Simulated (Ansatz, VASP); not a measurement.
One calculation of GaN, two programs

```
Ga N
1.0
     0.00000    2.25350    2.25350
     2.25350    0.00000    2.25350
     2.25350    2.25350    0.00000
Ga N
1 1
Direct
  0.00000 0.00000 0.00000
  0.75000 0.75000 0.75000
```

Alike in both runs: task relaxation of cell and atoms; functional PBE; k mesh 7 × 7 × 7; no spin polarisation.

```csv
,VASP,Ansatz
version,VASP 6.6.1,Ansatz 0.2.0
potentials or method,"VASP PAW PBE potentials, release 64 (Ga_d, N), cutoff 600 eV","plane waves, PAW"
occupations,"gaussian, width 0.01 eV",fixed
valence electrons in the cell,18,18
```

```csv
,VASP,Ansatz,Ansatz less VASP
relaxed volume (Å³/atom),11.76,11.75,-0.006
relaxed cell length with the largest relative difference (Å),3.216,3.215,-0.0005
```
